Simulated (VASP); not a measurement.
# O (R-3m) in VASP: notebook, part 2 of 2

VASP 6.6.1. The steps go on from the part before.

### Step 3. Electric field gradients, revPBE

Input file INCAR:

```
PREC = Accurate ; ENCUT = 520
EDIFF = 1E-8 ; ISMEAR = -1
SIGMA = 0.02 ; LREAL = F
LASPH = T ; NELM = 80
ALGO = Normal ; ISIF = 2
LWAVE = F ; LCHARG = F
GGA = RE ; LEFG = T
NBANDS = 13
```

Input file KPOINTS:

```
regular mesh
0
Gamma
  10 10 10
```

Input file POSCAR:

```
O
1.0
    1.4041122177      0.8106645668      3.3622362452
   -1.4041122177      0.8106645668      3.3622362452
    0.0000000000     -1.6213291337      3.3622362452
O
2
Direct
    0.0577000000      0.0577000000      0.0577000000
    0.9423000000      0.9423000000      0.9423000000
```

Potentials or basis: VASP PAW PBE potentials, release 64 (O).

Launch:

```console
$ cat potpaw_PBE.64/O/POTCAR > POTCAR
$ mpirun -np 1 vasp_std > vasp.out
```

OUTCAR:

```text
PREC = Accurate
   ENCUT = 520
   EDIFF = 1E-8
   ISMEAR = -1
   LREAL = F
   LASPH = T
   NELM = 80
   ISIF = 2
   GGA = RE

 ion  position               nearest neighbor table
   1  0.058  0.058  0.058-   2 1.16
   2  0.942  0.942  0.942-   1 1.16

  LATTYP: Found a trigonal (rhomboedric) cell.
 ALAT       =     3.7327390383
 COS(alpha) =     0.7170052526

  Lattice vectors:

 A1 = (   1.4041122177,   0.8106645668,   3.3622362452)
 A2 = (  -1.4041122177,   0.8106645668,   3.3622362452)
 A3 = (   0.0000000000,  -1.6213291337,   3.3622362452)

Analysis of symmetry for initial positions (statically):
=====================================================================
 Subroutine PRICEL returns:
 Original cell was already a primitive cell.

 Routine SETGRP: Setting up the symmetry group for a
 trigonal (rhombohedral) supercell.

 Subroutine GETGRP returns: Found 12 space group operations
 (whereof 12 operations were pure point group operations)
 out of a pool of 12 trial point group operations.

The static configuration has the point symmetry D_3d.

Analysis of symmetry for dynamics (positions and initial velocities):
=====================================================================
 Subroutine PRICEL returns:
 Original cell was already a primitive cell.

 Routine SETGRP: Setting up the symmetry group for a
 trigonal (rhombohedral) supercell.

 Subroutine GETGRP returns: Found 12 space group operations
 (whereof 12 operations were pure point group operations)
 out of a pool of 12 trial point group operations.

The dynamic configuration has the point symmetry D_3d.

 Subroutine INISYM returns: Found 12 space group operations
 (whereof 12 operations are pure point group operations),
[... 163 lines left out ...]
     12      22.6722      0.00000
     13      22.6722      0.00000
[... 354 lines left out ...]
  band No.  band energies     occupation
      1     -27.4932      2.00000
      2     -13.1811      2.00000
      3      -7.8810      2.00000
      4      -6.5981      2.00000
      5      -6.4829      2.00000
      6       0.0214      2.00000
      7       1.4901      0.00000
      8      11.4242      0.00000
      9      13.6178      0.00000
     10      16.2806      0.00000
     11      16.9945      0.00000
     12      20.8911      0.00000
     13      23.5817      0.00000

 [... further k-points ...]
[... 5 lines left out ...]
  --------------------------------------------------------------------------------------
  -------------------------------------------------------------------------------------
  Total       -0.4609349     -0.4609349      8.7916229      0.0000000     -0.0000000      0.0000000
  in kB      -32.1608646    -32.1608646    613.4188918      0.0000000     -0.0000000      0.0000000
  external PRESSURE =     183.0323875 kB  Pullay stress =       0.0000000 kB

 VOLUME and BASIS-vectors are now :
 -----------------------------------------------------------------------------
  energy-cutoff  :      520.00
  volume of cell :       22.96
      direct lattice vectors                 reciprocal lattice vectors
     1.404112218  0.810664567  3.362236245     0.356096894  0.205592638  0.099140366
    -1.404112218  0.810664567  3.362236245    -0.356096894  0.205592638  0.099140366
     0.000000000 -1.621329134  3.362236245     0.000000000 -0.411185276  0.099140366

 POSITION                                       TOTAL-FORCE (eV/Angst)
 -----------------------------------------------------------------------------------
      0.00000     -0.00000      0.58200         0.000000     -0.000000      6.207171
      0.00000     -0.00000      9.50471         0.000000      0.000000     -6.207171
 -----------------------------------------------------------------------------------
    total drift:                                0.000000     -0.000000      0.000000

  FREE ENERGIE OF THE ION-ELECTRON SYSTEM (eV)
  ---------------------------------------------------
  free  energy   TOTEN  =        -8.6676761697 eV

  energy  without entropy=       -8.6660179996  energy(sigma->0) =       -8.66684708

 Electric field gradients (V/A^2)
---------------------------------------------------------------------
 ion       V_xx      V_yy      V_zz      V_xy      V_xz      V_yz
---------------------------------------------------------------------
   1     -57.204   -57.204   114.408    -0.000     0.000     0.000
   2     -57.204   -57.204   114.408     0.000    -0.000     0.000
---------------------------------------------------------------------

 Electric field gradients after diagonalization (V/A^2)
 (convention: |V_zz| > |V_xx| > |V_yy|)
----------------------------------------------------------------------
 ion       V_xx      V_yy      V_zz     asymmetry (V_yy - V_xx)/ V_zz
----------------------------------------------------------------------
   1     -57.204   -57.204   114.408       0.000
   2     -57.204   -57.204   114.408       0.000
----------------------------------------------------------------------

           NMR quadrupolar parameters

 Cq : quadrupolar parameter    Cq=e*Q*V_zz/h
 eta: asymmetry parameters     (V_yy - V_xx)/ V_zz
 Q  : nuclear electric quadrupole moment in mb (millibarn)
----------------------------------------------------------------------
 ion       Cq(MHz)       eta       Q (mb)
----------------------------------------------------------------------
   1       0.277       0.000       1.000
   2       0.277       0.000       1.000
----------------------------------------------------------------------
```

OSZICAR:

```text
N       E                     dE             d eps       ncg     rms          rms(c)
DAV:   1     0.370428793470E+02    0.37043E+02   -0.64576E+03  3096   0.855E+02
DAV:   2    -0.773129497221E+01   -0.44774E+02   -0.43148E+02  3784   0.184E+02
DAV:   3    -0.899585711166E+01   -0.12646E+01   -0.12418E+01  3426   0.280E+01
DAV:   4    -0.899943489738E+01   -0.35778E-02   -0.35777E-02  3511   0.180E+00
DAV:   5    -0.899944878694E+01   -0.13890E-04   -0.13889E-04  3391   0.104E-01    0.474E+00
DAV:   6    -0.871749332126E+01    0.28196E+00   -0.25574E-01  3386   0.470E+00    0.247E+00
DAV:   7    -0.866385861559E+01    0.53635E-01   -0.22929E-01  3511   0.427E+00    0.509E-01
DAV:   8    -0.866763107598E+01   -0.37725E-02   -0.15072E-02  3046   0.112E+00    0.829E-02
DAV:   9    -0.866766265665E+01   -0.31581E-04   -0.56016E-04  3581   0.208E-01    0.445E-02
DAV:  10    -0.866767192583E+01   -0.92692E-05   -0.71249E-05  3051   0.824E-02    0.844E-03
DAV:  11    -0.866767578054E+01   -0.38547E-05   -0.10213E-05  3241   0.278E-02    0.274E-03
DAV:  12    -0.866767605523E+01   -0.27469E-06   -0.79658E-07  3446   0.801E-03    0.153E-03
DAV:  13    -0.866767614932E+01   -0.94089E-07   -0.21118E-07  3081   0.421E-03    0.287E-04
DAV:  14    -0.866767616541E+01   -0.16090E-07   -0.66461E-09  3218   0.733E-04    0.111E-04
DAV:  15    -0.866767616968E+01   -0.42719E-08   -0.12863E-09  2537   0.328E-04
   1 F= -.86676762E+01 E0= -.86668471E+01  d E =-.165817E-02
```

stdout:

```text
POSCAR found type information on POSCAR O
 POSCAR found :  1 types and       2 ions
 scaLAPACK will be used
 -----------------------------------------------------------------------------
|                                                                             |
|                                                                             |
|     You enforced a specific xc type in the INCAR file but a different       |
|     I HOPE YOU KNOW WHAT YOU ARE DOING!                                     |
|                                                                             |
 -----------------------------------------------------------------------------

 LDA part: xc-table for (Slater+PW92), standard interpolation
 POSCAR, INCAR and KPOINTS ok, starting setup
 FFT: planning ... GRIDC
 FFT: planning ... GRID_SOFT
 FFT: planning ... GRID
 WAVECAR not read
 entering main loop
ion   1

ion   2
```

Run time: 51 s. Hardware: 1 thread of Intel Xeon Platinum 8375C at 2.90GHz (Ice Lake), shared host; peak memory 0.15 GiB.

What came out:

- Free energy: -8.6677 eV
- Pressure: 18.3 GPa
- Largest force: 6.207 eV/Å
- Band gap on the k mesh: zero (bands 6 and 7 overlap by 1.37 eV)
- Largest electric field gradient by atom: O +114.4 V/Å²

Forces in eV/Å, atoms in the order of the input:
```
O    0.000  0.000  6.207
O    0.000  0.000 -6.207
```

Stress tensor (GPa, compression positive):
```
-3.22  0.00  0.00
 0.00 -3.22  0.00
 0.00  0.00 61.34
```

Electric field gradients, principal values (V/Å²):
| atom | least | middle | greatest (by size) |
| --- | --- | --- | --- |
| 1 O | -57.204 | -57.204 | 114.408 |
| 2 O | -57.204 | -57.204 | 114.408 |

Caveat: the standard files for N, O and F lose accuracy on very short bonds; spin is off for a triplet molecule; the cell stands under pressure; this functional lacks dispersion, which holds the molecules together, so the pressure and a relaxed volume are unreliable; without QUAD_EFG the Cq values of the log hold for a quadrupole moment of 1 mb, not for the nuclei; the PAW data sets were made with another functional, which shifts forces and pressure a little.

### Step 4. Electric field gradients, LDA

This run uses another cell than the first one, of 11.96 Å³/atom.

Input file INCAR:

```
SYSTEM = O
PREC = Accurate ; ENCUT = 520
EDIFF = 1E-8 ; ISMEAR = -1
SIGMA = 0.02 ; LREAL = .FALSE.
LASPH = .TRUE. ; NELM = 100
ALGO = Normal ; ISIF = 2
LWAVE = .FALSE. ; LCHARG = .FALSE.
GGA = CA ; LEFG = .TRUE.
NBANDS = 13
```

Input file KPOINTS:

```
regular mesh
0
G
  10 10 10
  0 0 0
```

Input file POSCAR:

```
O
1.0
    1.4233490221      0.8217709410      3.4083000000
   -1.4233490221      0.8217709410      3.4083000000
    0.0000000000     -1.6435418821      3.4083000000
O
2
Direct
    0.0577000000      0.0577000000      0.0577000000
    0.9423000000      0.9423000000      0.9423000000
```

Potentials or basis: VASP PAW LDA potentials, release 64 (O).

Launch:

```console
$ cat potpaw_LDA.64/O/POTCAR > POTCAR
$ mpirun -np 1 vasp_std > vasp.out
```

OUTCAR:

```text
SYSTEM = O
   PREC = Accurate
   ENCUT = 520
   EDIFF = 1E-8
   ISMEAR = -1
   LREAL = .FALSE.
   LASPH = .TRUE.
   NELM = 100
   ISIF = 2
   GGA = CA

 ion  position               nearest neighbor table
   1  0.058  0.058  0.058-   2 1.18
   2  0.942  0.942  0.942-   1 1.18

  LATTYP: Found a trigonal (rhomboedric) cell.
 ALAT       =     3.7838788046
 COS(alpha) =     0.7170052526

  Lattice vectors:

 A1 = (   1.4233490221,   0.8217709410,   3.4083000000)
 A2 = (  -1.4233490221,   0.8217709410,   3.4083000000)
 A3 = (   0.0000000000,  -1.6435418821,   3.4083000000)

Analysis of symmetry for initial positions (statically):
=====================================================================
 Subroutine PRICEL returns:
 Original cell was already a primitive cell.

 Routine SETGRP: Setting up the symmetry group for a
 trigonal (rhombohedral) supercell.

 Subroutine GETGRP returns: Found 12 space group operations
 (whereof 12 operations were pure point group operations)
 out of a pool of 12 trial point group operations.

The static configuration has the point symmetry D_3d.

Analysis of symmetry for dynamics (positions and initial velocities):
=====================================================================
 Subroutine PRICEL returns:
 Original cell was already a primitive cell.

 Routine SETGRP: Setting up the symmetry group for a
 trigonal (rhombohedral) supercell.

 Subroutine GETGRP returns: Found 12 space group operations
 (whereof 12 operations were pure point group operations)
 out of a pool of 12 trial point group operations.

The dynamic configuration has the point symmetry D_3d.

 Subroutine INISYM returns: Found 12 space group operations
[... 164 lines left out ...]
     12      20.9819      0.00000
     13      20.9819      0.00000
[... 354 lines left out ...]
  band No.  band energies     occupation
      1     -27.5455      2.00000
      2     -13.5079      2.00000
      3      -8.4672      2.00000
      4      -7.1921      2.00000
      5      -7.0580      2.00000
      6      -0.8250      2.00000
      7       0.6122      0.00000
      8       9.8050      0.00000
      9      11.9108      0.00000
     10      14.4780      0.00000
     11      15.1138      0.00000
     12      18.9631      0.00000
     13      21.7072      0.00000

 [... further k-points ...]
[... 5 lines left out ...]
  --------------------------------------------------------------------------------------
  -------------------------------------------------------------------------------------
  Total       -1.8281664     -1.8281664      4.3430757      0.0000000     -0.0000000      0.0000000
  in kB     -122.4545832   -122.4545832    290.9087157      0.0000000     -0.0000000      0.0000000
  external PRESSURE =      15.3331831 kB  Pullay stress =       0.0000000 kB

 VOLUME and BASIS-vectors are now :
 -----------------------------------------------------------------------------
  energy-cutoff  :      520.00
  volume of cell :       23.92
      direct lattice vectors                 reciprocal lattice vectors
     1.423349022  0.821770941  3.408300000     0.351284184  0.202814018  0.097800467
    -1.423349022  0.821770941  3.408300000    -0.351284184  0.202814018  0.097800467
     0.000000000 -1.643541882  3.408300000     0.000000000 -0.405628037  0.097800467

 POSITION                                       TOTAL-FORCE (eV/Angst)
 -----------------------------------------------------------------------------------
      0.00000     -0.00000      0.58998         0.000000     -0.000000      3.523829
      0.00000     -0.00000      9.63492         0.000000      0.000000     -3.523829
 -----------------------------------------------------------------------------------
    total drift:                                0.000000     -0.000000      0.000000

  FREE ENERGIE OF THE ION-ELECTRON SYSTEM (eV)
  ---------------------------------------------------
  free  energy   TOTEN  =       -10.5067105542 eV

  energy  without entropy=      -10.5049990165  energy(sigma->0) =      -10.50585479

 Electric field gradients (V/A^2)
---------------------------------------------------------------------
 ion       V_xx      V_yy      V_zz      V_xy      V_xz      V_yz
---------------------------------------------------------------------
   1     -57.665   -57.665   115.330    -0.000     0.000     0.000
   2     -57.665   -57.665   115.330     0.000    -0.000     0.000
---------------------------------------------------------------------

 Electric field gradients after diagonalization (V/A^2)
 (convention: |V_zz| > |V_xx| > |V_yy|)
----------------------------------------------------------------------
 ion       V_xx      V_yy      V_zz     asymmetry (V_yy - V_xx)/ V_zz
----------------------------------------------------------------------
   1     -57.665   -57.665   115.330       0.000
   2     -57.665   -57.665   115.330       0.000
----------------------------------------------------------------------

           NMR quadrupolar parameters

 Cq : quadrupolar parameter    Cq=e*Q*V_zz/h
 eta: asymmetry parameters     (V_yy - V_xx)/ V_zz
 Q  : nuclear electric quadrupole moment in mb (millibarn)
----------------------------------------------------------------------
 ion       Cq(MHz)       eta       Q (mb)
----------------------------------------------------------------------
   1       0.279       0.000       1.000
   2       0.279       0.000       1.000
----------------------------------------------------------------------
```

OSZICAR:

```text
N       E                     dE             d eps       ncg     rms          rms(c)
DAV:   1     0.356618356091E+02    0.35662E+02   -0.63358E+03  3064   0.849E+02
DAV:   2    -0.951268960345E+01   -0.45175E+02   -0.43397E+02  3866   0.182E+02
DAV:   3    -0.108503861493E+02   -0.13377E+01   -0.13335E+01  3421   0.285E+01
DAV:   4    -0.108540463177E+02   -0.36602E-02   -0.36601E-02  3466   0.183E+00
DAV:   5    -0.108540602819E+02   -0.13964E-04   -0.13964E-04  3461   0.104E-01    0.449E+00
DAV:   6    -0.105761787556E+02    0.27788E+00   -0.22943E-01  3336   0.437E+00    0.234E+00
DAV:   7    -0.105057021894E+02    0.70477E-01   -0.20484E-01  3501   0.401E+00    0.458E-01
DAV:   8    -0.105067460817E+02   -0.10439E-02   -0.15186E-02  3091   0.101E+00    0.791E-02
DAV:   9    -0.105067150219E+02    0.31060E-04   -0.14377E-04  3531   0.107E-01    0.219E-02
DAV:  10    -0.105067107877E+02    0.42342E-05   -0.12482E-05  3411   0.351E-02    0.671E-03
DAV:  11    -0.105067108555E+02   -0.67840E-07   -0.23419E-06  3501   0.138E-02    0.389E-03
DAV:  12    -0.105067105586E+02    0.29693E-06   -0.56280E-07  3461   0.682E-03    0.110E-03
DAV:  13    -0.105067105542E+02    0.44383E-08   -0.55457E-08  3106   0.199E-03
   1 F= -.10506711E+02 E0= -.10505855E+02  d E =-.171154E-02
```

stdout:

```text
POSCAR found type information on POSCAR O
 POSCAR found :  1 types and       2 ions
 scaLAPACK will be used
 LDA part: xc-table for (Slater(with rela. corr.)+CA(PZ))
 , standard interpolation
 POSCAR, INCAR and KPOINTS ok, starting setup
 FFT: planning ... GRIDC
 FFT: planning ... GRID_SOFT
 FFT: planning ... GRID
 WAVECAR not read
 entering main loop
ion   1

ion   2
```

It took 40 s on 1 thread of Intel Xeon Platinum 8375C at 2.90GHz (Ice Lake), shared host; peak memory 0.15 GiB.

Results:

* Free energy: -10.5067 eV
* Pressure: 1.5 GPa
* Largest force: 3.524 eV/Å
* Band gap on the k mesh: zero (bands 6 and 7 overlap by 1.33 eV)
* Largest electric field gradient by atom: O +115.3 V/Å²

Forces in eV/Å, atoms in the order of the input:
```
O    0.000  0.000  3.524
O    0.000  0.000 -3.524
```

Stress tensor (GPa, compression positive):
```
-12.25   0.00   0.00
  0.00 -12.25   0.00
  0.00   0.00  29.09
```

Electric field gradients, principal values (V/Å²):
| atom | least | middle | greatest (by size) |
| --- | --- | --- | --- |
| 1 O | -57.665 | -57.665 | 115.330 |
| 2 O | -57.665 | -57.665 | 115.330 |

Caveat: the standard files for N, O and F lose accuracy on very short bonds; spin is off for a triplet molecule; without QUAD_EFG the Cq values of the log hold for a quadrupole moment of 1 mb, not for the nuclei; forces of over 1 eV/Å act on the atoms, so gaps and moduli don't describe the material at rest.

### Step 5. Summary

```tsv
level	potentials or basis	cell	gap on the mesh (eV)	pressure (GPa)	largest force (eV/Å)
LDA	VASP PAW LDA potentials, release 64 (O)	a = 3.733 Å, angles 44.2°, 2 atoms	none	6.5	5.22
revPBE	VASP PAW PBE potentials, release 64 (O)	a = 3.733 Å, angles 44.2°, 2 atoms	none	18.3	6.21
LDA	VASP PAW LDA potentials, release 64 (O)	a = 3.784 Å, angles 44.2°, 2 atoms	none	1.5	3.52
```

Alike in all rows: task electric field gradients; no spin polarisation; k mesh 10 × 10 × 10; cutoff (eV) 520; smearing fermi-dirac 0.02 eV.

Caveats: the standard files for N, O and F lose accuracy on very short bonds; spin is off for a triplet molecule; the cell stands under pressure (at least some runs); forces of over 1 eV/Å act on the atoms, so gaps and moduli don't describe the material at rest (at least some runs); this functional lacks dispersion, which holds the molecules together, so the pressure and a relaxed volume are unreliable (at least some runs); the PAW data sets were made with another functional, which shifts forces and pressure a little (at least some runs).

Total energies depend on the potentials used, so only differences within one code and one set of settings carry meaning.
